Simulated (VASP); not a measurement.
Zn, 2 atoms in the cell. The structure is cubic, space group Fd-3m (No. 227). Conventional cell: a = 5.318 Å, b = 5.318 Å, c = 5.318 Å, α = 90.00°, β = 90.00°, γ = 90.00°. Zn (site symmetry -43m) has 4 Zn at 2.30 Å within 3.0 Å.  This cell differs from its parent crystal: volume scaled by 0.88.

| Item | Value |
| --- | --- |
| Program | VASP 6.6.1 |
| Task | single point |
| Functional | LDA |
| Potentials or basis | VASP PAW LDA potentials, release 64 (Zn) |
| Cutoff | 520 eV |
| k mesh | 11 × 11 × 11 |
| Occupations | fermi-dirac, width 0.1 eV |
| Spin | no spin polarisation |
| Dipole correction | no |
| Further INCAR settings | ALGO = Normal; EDIFF = 1e-07; NBANDS = 19 |

Potentials or basis: VASP PAW LDA potentials, release 64 (Zn).

The run is started by

```console
$ cat potpaw_LDA.64/Zn/POTCAR > POTCAR
$ mpirun -np 1 vasp_std > vasp.out
```

Hardware: 1 thread of Intel(R) Xeon(R) Platinum 8259CL CPU @ 2.50GHz (Skylake/Cascade Lake) (shared host).

Problem. Estimate the wall time of this run.

Solution. Run time: 30 s on 1 thread of Intel(R) Xeon(R) Platinum 8259CL CPU @ 2.50GHz (Skylake/Cascade Lake), with other jobs on the host, peak memory 0.15 GiB. Counts: scf iterations 12, k points 56.
